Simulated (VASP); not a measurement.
# ZrS (Fm-3m) in VASP: notebook

The runs below take ZrS through single point, relaxation of cell and atoms, with LDA.

Program: VASP 6.6.1. These are calculated values, not measurements. Logs are shortened: lines on timing, memory, paths and dates and some standing lists are left out, and cuts for length are marked.

## (1) The cell of the first run

It takes space group Fm-3m (No. 225, cubic). Conventional cell: a = 5.136 Å, b = 5.136 Å, c = 5.136 Å, α = 90.00°, β = 90.00°, γ = 90.00°. Within 3.4 Å of Zr (site symmetry m-3m) lie 6 S at 2.57 Å. Within 3.4 Å of S (site symmetry m-3m) lie 6 Zr at 2.57 Å.

## (2) Single point, LDA

Contents of INCAR:

```
  ALGO = Normal
  EDIFF = 1E-6
  ENCUT = 520
  GGA = CA
  ISIF = 2
  ISMEAR = -1
  LASPH = T
  LCHARG = F
  LREAL = F
  LWAVE = F
  NBANDS = 16
  NELM = 60
  PREC = Accurate
  SIGMA = 0.15
```

Contents of KPOINTS:

```
k-points
0
Gamma
  14 14 14
```

Contents of POSCAR:

```
ZrS
1.0
    0.0000000000      2.5682303311      2.5682303311
    2.5682303311      0.0000000000      2.5682303311
    2.5682303311      2.5682303311      0.0000000000
Zr S
1 1
Direct
    0.0000000000      0.0000000000      0.0000000000
    0.5000000000      0.5000000000      0.5000000000
```

Potentials or basis: VASP PAW LDA potentials, release 64 (Zr_sv, S).

Started as:

```console
$ cat potpaw_LDA.64/Zr_sv/POTCAR potpaw_LDA.64/S/POTCAR > POTCAR
$ mpirun -np 1 vasp_std > vasp.out
```

OUTCAR:

```text
EDIFF = 1E-6
   ENCUT = 520
   GGA = CA
   ISIF = 2
   ISMEAR = -1
   LASPH = T
   LREAL = F
   NELM = 60
   PREC = Accurate

 ion  position               nearest neighbor table
   1  0.000  0.000  0.000-   2 2.57   2 2.57   2 2.57   2 2.57   2 2.57   2 2.57
   2  0.500  0.500  0.500-   1 2.57   1 2.57   1 2.57   1 2.57   1 2.57   1 2.57

  LATTYP: Found a face centered cubic cell.
 ALAT       =     5.1364606622

  Lattice vectors:

 A1 = (   0.0000000000,   2.5682303311,   2.5682303311)
 A2 = (   2.5682303311,   0.0000000000,   2.5682303311)
 A3 = (   2.5682303311,   2.5682303311,   0.0000000000)

Analysis of symmetry for initial positions (statically):
=====================================================================
 Subroutine PRICEL returns:
 Original cell was already a primitive cell.

 Routine SETGRP: Setting up the symmetry group for a
 face centered cubic supercell.

 Subroutine GETGRP returns: Found 48 space group operations
 (whereof 48 operations were pure point group operations)
 out of a pool of 48 trial point group operations.

The static configuration has the point symmetry O_h .

Analysis of symmetry for dynamics (positions and initial velocities):
=====================================================================
 Subroutine PRICEL returns:
 Original cell was already a primitive cell.

 Routine SETGRP: Setting up the symmetry group for a
 face centered cubic supercell.

 Subroutine GETGRP returns: Found 48 space group operations
 (whereof 48 operations were pure point group operations)
 out of a pool of 48 trial point group operations.

The dynamic configuration has the point symmetry O_h .

 Subroutine INISYM returns: Found 48 space group operations
 (whereof 48 operations are pure point group operations),
 and found     1 'primitive' translations

----------------------------------------------------------------------------------------

                                     Primitive cell

  volume of cell :      33.8791

  direct lattice vectors                    reciprocal lattice vectors
     0.000000000  2.568230331  2.568230331    -0.194686588  0.194686588  0.194686588
     2.568230331  0.000000000  2.568230331     0.194686588 -0.194686588  0.194686588
     2.568230331  2.568230331  0.000000000     0.194686588  0.194686588 -0.194686588

  length of vectors
     3.632026166  3.632026166  3.632026166     0.337207062  0.337207062  0.337207062

  position of ions in fractional coordinates (direct lattice)
     0.000000000  0.000000000  0.000000000
     0.500000000  0.500000000  0.500000000

  ion indices of the primitive-cell ions
   primitive index   ion index
                 1           1
                 2           2

----------------------------------------------------------------------------------------

 KPOINTS: k-points

Automatic generation of k-mesh.
 Grid dimensions read from file:
 generate k-points for:   14   14   14

 Generating k-lattice:

  Cartesian coordinates                     Fractional coordinates (reciprocal lattice)
    -0.013906185  0.013906185  0.013906185     0.071428571  0.000000000  0.000000000
     0.013906185 -0.013906185  0.013906185     0.000000000  0.071428571  0.000000000
     0.013906185  0.013906185 -0.013906185     0.000000000  0.000000000  0.071428571

  Length of vectors
     0.024086219  0.024086219  0.024086219

  Shift w.r.t. Gamma in fractional coordinates (k-lattice)
     0.000000000  0.000000000  0.000000000

 Subroutine IBZKPT returns following result:
 ===========================================

 Found    104 irreducible k-points:

 Following reciprocal coordinates:
            Coordinates               Weight
  0.000000  0.000000  0.000000      1.000000
  0.071429  0.000000  0.000000      8.000000
  0.142857  0.000000  0.000000      8.000000
  0.214286  0.000000  0.000000      8.000000
  0.285714  0.000000  0.000000      8.000000
  0.357143  0.000000  0.000000      8.000000
[... 16 lines left out ...]
  0.214286  0.142857  0.000000     24.000000
  0.285714  0.142857  0.000000     24.000000
 [... further k-points ...]
   k-points           NKPTS =    104   k-points in BZ     NKDIM =    104   number of bands    NBANDS=     16
   number of dos      NEDOS =    301   number of ions     NIONS =      2
   total plane-waves  NPLWV =  21952
   dimension x,y,z NGX =    28 NGY =   28 NGZ =   28
   dimension x,y,z NGXF=    56 NGYF=   56 NGZF=   56
   ions per type =               1   1
   NGX,Y,Z   is equivalent  to a cutoff of  12.82, 12.82, 12.82 a.u.
   NGXF,Y,Z  is equivalent  to a cutoff of  25.63, 25.63, 25.63 a.u.
 SYSTEM =  unknown system
   PREC   = accura    normal or accurate (medium, high low for compatibility)
   ISTART =      0    job   : 0-new  1-cont  2-samecut
   ICHARG =      2    charge: 1-file 2-atom 10-const
   ISPIN  =      1    spin polarized calculation?
   LNONCOLLINEAR =      F non collinear calculations
   LSORBIT =      F    spin-orbit coupling
   LASPH  =      T    aspherical Exc in radial PAW
   ENCUT  =  520.0 eV  38.22 Ry    6.18 a.u.   6.75  6.75  6.75*2*pi/ulx,y,z
   NELM   =     60;   NELMIN=  2; NELMDL= -5     # of ELM steps
   EDIFF  = 0.1E-05   stopping-criterion for ELM
   LREAL  =      F    real-space projection
   EDIFFG = 0.1E-04   stopping-criterion for IOM
   NSW    =      0    number of steps for IOM
   IBRION =     -1    ionic relax: 0-MD 1-quasi-New 2-CG
   NFREE  =      0    steps in history (QN), initial steepest desc. (CG)
   ISIF   =      2    stress and relaxation
   ISYM   =      2    0-nonsym 1-usesym 2-fastsym
   POTIM  = 0.5000    time-step for ionic-motion
   TEBEG  =    0.0;   TEEND  =   0.0 temperature during run
   PSTRESS=    0.0 pullay stress
   NELECT =      18.0000    total number of electrons
   NUPDOWN=      -1.0000    fix difference up-down
   EMIN   =  10.00;   EMAX   =-10.00  energy-range for DOS
   EFERMI =   0.00;   METHOD = LEGACY
   ISMEAR =    -1;   SIGMA  =   0.15  broadening in eV -4-tet -1-fermi 0-gaus
   EFERMI_NEDOS =   21; number of points for ismear=-14 and -15
   IALGO  =     38    algorithm
   IMIX   =      4    mixing-type and parameters
     AMIX     =   0.40;   BMIX     =  1.00
     AMIX_MAG =   1.60;   BMIX_MAG =  1.00
  volume/ion in A,a.u.               =      16.94       114.31
  Fermi-wavevector in a.u.,A,eV,Ry     =   1.325933  2.505651 23.920393  1.758099
  Thomas-Fermi vector in A             =   2.455358
   LORBIT       =      0    0 simple, 1 ext, 2 COOP (PROOUT), +10 PAW based schemes
   GGA     = CA    functional components
   LHFCALC =     F    Hartree Fock is set to
   AEXX    =    0.0000 exact exchange contribution
   IVDW    =     0    specifies the selected vdW correction
   LEPSILON=     F    determine dielectric tensor
   LRPA    =     F    only Hartree local field effects (RPA)
 non-spin polarized calculation
  energy-cutoff  :      520.00
  volume of cell :       33.88
 maximum number of plane-waves:       941
   NGX = 13   NGY = 13   NGZ = 13

 number of electron      17.9999999 magnetization

 Free energy of the ion-electron system (eV)
  ---------------------------------------------------
  ext. energy  EPLUGINS =         0.00000000
  ---------------------------------------------------
  free energy    TOTEN  =       -17.20655111 eV

  energy without entropy =      -17.11295049  energy(sigma->0) =      -17.15975080

 E-fermi :  11.3451     XC(G=0): -11.8486

 val. band max:       11.3411339576   @ k =   0.0714   0.0714   0.0000
 cond. band min:      11.3500577896   @ k =  -0.2857   0.0714   0.0000
 fundamental gap:      0.0089238319
 Fermi energy:        11.3450727028

 k-point     1 :       0.0000    0.0000    0.0000
  band No.  band energies     occupation
      1     -38.1844      2.00000
      2     -16.3041      2.00000
      3     -16.3041      2.00000
      4     -16.3041      2.00000
      5      -4.6767      2.00000
      6       7.8669      2.00000
[... 8 lines left out ...]
     15      18.5859      0.00000
     16      24.3822      0.00000

 k-point     2 :       0.0714    0.0000    0.0000
  band No.  band energies     occupation
      1     -38.1826      2.00000
      2     -16.3283      2.00000
      3     -16.3060      2.00000
      4     -16.3060      2.00000
      5      -4.6012      2.00000
      6       7.4292      2.00000
[... 8 lines left out ...]
     15      18.8287      0.00000
     16      23.8725      0.00000

 k-point     3 :       0.1429    0.0000    0.0000
  band No.  band energies     occupation
      1     -38.1774      2.00000
      2     -16.3955      2.00000
      3     -16.3116      2.00000
      4     -16.3116      2.00000
      5      -4.3849      2.00000
      6       6.5145      2.00000
[... 8 lines left out ...]
     15      19.4363      0.00000
     16      22.8818      0.00000

 k-point     4 :       0.2143    0.0000    0.0000
  band No.  band energies     occupation
      1     -38.1699      2.00000
      2     -16.4904      2.00000
      3     -16.3196      2.00000
      4     -16.3196      2.00000
      5      -4.0569      2.00000
      6       5.5056      2.00000
[... 8 lines left out ...]
     15      19.8464      0.00000
     16      22.0018      0.00000

 k-point     5 :       0.2857    0.0000    0.0000
  band No.  band energies     occupation
      1     -38.1616      2.00000
      2     -16.5930      2.00000
      3     -16.3284      2.00000
      4     -16.3284      2.00000
      5      -3.6646      2.00000
      6       4.5611      2.00000
[... 8 lines left out ...]
     15      19.8890      0.00000
     16      20.6000      0.00000

 k-point     6 :       0.3571    0.0000    0.0000
  band No.  band energies     occupation
      1     -38.1540      2.00000
      2     -16.6830      2.00000
      3     -16.3363      2.00000
      4     -16.3363      2.00000
      5      -3.2746      2.00000
      6       3.7767      2.00000
[... 8 lines left out ...]
     15      19.2609      0.00000
     16      19.2609      0.00000
[... 267 lines left out ...]
 k-point    21 :      -0.0714    0.0714    0.0000
  band No.  band energies     occupation
      1     -38.1796      2.00000
      2     -16.3615      2.00000
      3     -16.3184      2.00000
      4     -16.3052      2.00000
      5      -4.4810      2.00000
      6       6.7931      2.00000
[... 8 lines left out ...]
     15      19.1998      0.00000
     16      22.9890      0.00000

 k-point    22 :       0.1429    0.1429    0.0000
  band No.  band energies     occupation
      1     -38.1751      2.00000
      2     -16.3893      2.00000
      3     -16.3309      2.00000
      4     -16.3309      2.00000
      5      -4.3218      2.00000
      6       5.7885      2.00000
[... 8 lines left out ...]
     15      19.7770      0.00000
     16      22.4207      0.00000

 k-point    23 :       0.2143    0.1429    0.0000
  band No.  band energies     occupation
      1     -38.1695      2.00000
      2     -16.4486      2.00000
      3     -16.3436      2.00000
      4     -16.3389      2.00000
      5      -4.1193      2.00000
      6       5.2205      2.00000
[... 8 lines left out ...]
     15      20.2872      0.00000
     16      21.5822      0.00000

 k-point    24 :       0.2857    0.1429    0.0000
  band No.  band energies     occupation
      1     -38.1622      2.00000
      2     -16.5311      2.00000
      3     -16.3550      2.00000
      4     -16.3475      2.00000
      5      -3.8394      2.00000
      6       4.6904      2.00000
[... 8 lines left out ...]
     15      19.9994      0.00000
     16      20.6965      0.00000

 [... further k-points ...]
[... 5 lines left out ...]
  --------------------------------------------------------------------------------------
  -------------------------------------------------------------------------------------
  Total        0.0593060      0.0593060      0.0593060      0.0000000      0.0000000      0.0000000
  in kB        2.8046397      2.8046397      2.8046397      0.0000000      0.0000000      0.0000000
  external PRESSURE =       2.8046397 kB  Pullay stress =       0.0000000 kB

 VOLUME and BASIS-vectors are now :
 -----------------------------------------------------------------------------
  energy-cutoff  :      520.00
  volume of cell :       33.88
      direct lattice vectors                 reciprocal lattice vectors
     0.000000000  2.568230331  2.568230331    -0.194686588  0.194686588  0.194686588
     2.568230331  0.000000000  2.568230331     0.194686588 -0.194686588  0.194686588
     2.568230331  2.568230331  0.000000000     0.194686588  0.194686588 -0.194686588

 POSITION                                       TOTAL-FORCE (eV/Angst)
 -----------------------------------------------------------------------------------
      0.00000      0.00000      0.00000        -0.000000      0.000000     -0.000000
      2.56823      2.56823      2.56823         0.000000      0.000000      0.000000
 -----------------------------------------------------------------------------------
    total drift:                                0.000000      0.000000      0.000000

  FREE ENERGIE OF THE ION-ELECTRON SYSTEM (eV)
  ---------------------------------------------------
  free  energy   TOTEN  =       -17.2065511097 eV

  energy  without entropy=      -17.1129504866  energy(sigma->0) =      -17.15975080
```

Run time: 30 s. Hardware: 1 thread of Intel Xeon Platinum 8559C (Emerald Rapids), shared host; peak memory 0.18 GiB.

Results:

- Free energy: -17.2066 eV
- Pressure: 0.3 GPa
- Band gap on the k mesh: zero (band 9 reaches 12.97 eV, above the bottom of band 10 at 9.85 eV)

## (3) Relaxation of cell and atoms, LDA

Contents of INCAR:

```
SYSTEM = ZrS
PREC = Accurate
ENCUT = 600
EDIFF = 1E-6
ISMEAR = -1
SIGMA = 0.15
LREAL = .False.
LASPH = .True.
NELM = 80
ALGO = Normal
ISIF = 3
LWAVE = .False.
LCHARG = .False.
IBRION = 2
NSW = 80
EDIFFG = -0.001
```

Contents of KPOINTS:

```
Automatic mesh
0
Gamma
  14 14 14
  0 0 0
```

Contents of POSCAR:

```
ZrS
1.0
    0.0000000000      2.5667624774      2.5667624774
    2.5667624774      0.0000000000      2.5667624774
    2.5667624774      2.5667624774      0.0000000000
Zr S
1 1
Direct
    0.0000000000      0.0000000000      0.0000000000
    0.5000000000      0.5000000000      0.5000000000
```

Potentials or basis: VASP PAW LDA potentials, release 64 (Zr_sv, S).

Started as:

```console
$ cat potpaw_LDA.64/Zr_sv/POTCAR potpaw_LDA.64/S/POTCAR > POTCAR
$ mpirun -np 1 vasp_std > vasp.out
```

OUTCAR:

```text
SYSTEM = ZrS
   PREC = Accurate
   ENCUT = 600
   EDIFF = 1E-6
   ISMEAR = -1
   LREAL = .False.
   LASPH = .True.
   NELM = 80
   ISIF = 3
   IBRION = 2
   NSW = 80
   EDIFFG = -0.001

 ion  position               nearest neighbor table
   1  0.000  0.000  0.000-   2 2.57   2 2.57   2 2.57   2 2.57   2 2.57   2 2.57
   2  0.500  0.500  0.500-   1 2.57   1 2.57   1 2.57   1 2.57   1 2.57   1 2.57

  LATTYP: Found a face centered cubic cell.
 ALAT       =     5.1335249548

  Lattice vectors:

 A1 = (   0.0000000000,   2.5667624774,   2.5667624774)
 A2 = (   2.5667624774,   0.0000000000,   2.5667624774)
 A3 = (   2.5667624774,   2.5667624774,   0.0000000000)

Analysis of symmetry for initial positions (statically):
=====================================================================
 Subroutine PRICEL returns:
 Original cell was already a primitive cell.

[... 259 lines left out ...]
 k-point     1 :       0.0000    0.0000    0.0000
  band No.  band energies     occupation
      1     -38.2130      2.00000
      2     -16.3327      2.00000
      3     -16.3327      2.00000
      4     -16.3327      2.00000
      5      -4.6927      2.00000
      6       7.8423      2.00000
      7       7.8423      2.00000
      8       7.8423      2.00000
      9       9.8322      1.99990
     10       9.8322      1.99990
     11       9.8322      1.99990
     12      10.5697      1.98668
     13      10.5697      1.98668
[... 354 lines left out ...]
  band No.  band energies     occupation
      1     -38.1910      2.00000
      2     -16.5580      2.00000
      3     -16.3833      2.00000
      4     -16.3758      2.00000
      5      -3.8587      2.00000
      6       4.6724      2.00000
      7       6.2428      2.00000
      8       6.5142      2.00000
      9       9.5277      1.99999
     10      11.5576      0.34126
     11      12.0410      0.01626
     12      12.7294      0.00017
     13      13.8609      0.00000

 [... further k-points ...]
[... 5 lines left out ...]
  --------------------------------------------------------------------------------------
  -------------------------------------------------------------------------------------
  Total       -0.0003375     -0.0003375     -0.0003375      0.0000000      0.0000000     -0.0000000
  in kB       -0.0159312     -0.0159312     -0.0159312      0.0000000      0.0000000     -0.0000000
  external PRESSURE =      -0.0159312 kB  Pullay stress =       0.0000000 kB
[... 17 lines left out ...]
  FREE ENERGIE OF THE ION-ELECTRON SYSTEM (eV)
  ---------------------------------------------------
  free  energy   TOTEN  =       -17.2065880574 eV

  energy  without entropy=      -17.1127540237  energy(sigma->0) =      -17.15967104

 reached required accuracy - stopping structural energy minimisation
```

CONTCAR:

```text
ZrS
   1.00000000000000
     0.0000000000000000    2.5698445048666465    2.5698445048666465
     2.5698445048666465   -0.0000000000000000    2.5698445048666465
     2.5698445048666465    2.5698445048666465    0.0000000000000000
  Zr              S
     1     1
Direct
     0.0000000000000000    0.0000000000000000    0.0000000000000000
     0.5000000000000000    0.5000000000000000    0.5000000000000000

  0.00000000E+00  0.00000000E+00  0.00000000E+00
  0.00000000E+00  0.00000000E+00  0.00000000E+00
```

It took 60 s on 1 thread of Intel Xeon Platinum 8559C (Emerald Rapids), shared host; peak memory 0.2 GiB.

Results:

| Property | Result |
| --- | --- |
| Free energy | -17.2066 eV |
| Relaxed volume | 16.97 Å³/atom |
| Relaxed cell | a = 3.634 Å, b = 3.634 Å, c = 3.634 Å, α = 60.00°, β = 60.00°, γ = 60.00° |
| Space group after relaxing (to 0.05 Å) | Fm-3m (No. 225) |
| Energy gained by relaxing | 0.1 meV/atom |
| Ionic steps | 3 |
| Pressure after relaxing | 0.0 GPa |

The path:
| step | energy change (eV) | largest force (eV/Å) | pressure (GPa) | volume (Å³) |
| --- | --- | --- | --- | --- |
| 1 | 0.0000 | 0.0000 | 0.56 | 33.82 |
| 2 | 0.0002 | 0.0000 | -0.76 | 34.11 |
| 3 | -0.0002 | 0.0000 | 0.00 | 33.94 |

Final structure:
```
CELL_PARAMETERS angstrom
0.00000 2.56984 2.56984
2.56984 0.00000 2.56984
2.56984 2.56984 0.00000
ATOMIC_POSITIONS crystal
Zr 0.00000 0.00000 0.00000
S 0.50000 0.50000 0.50000
```

Levels at points of the mesh, in eV from the Fermi level:
| k point | band 7 | band 8 | band 9 | band 10 | band 11 | band 12 |
| --- | --- | --- | --- | --- | --- | --- |
| (0.00, 0.00, 0.00) | -3.48 | -3.48 | -1.49 | -1.49 | -1.49 | -0.75 |
| (0.50, 0.00, 0.00) | -6.18 | -6.18 | 1.62 | 1.62 | 2.00 | 2.02 |
| (0.50, 0.50, 0.00) | -4.43 | -4.43 | -3.73 | 0.54 | 2.61 | 2.61 |

Caveat: the bands computed are all filled at some k points, so no gap is given.

(Part 1 of 2 ends here.)
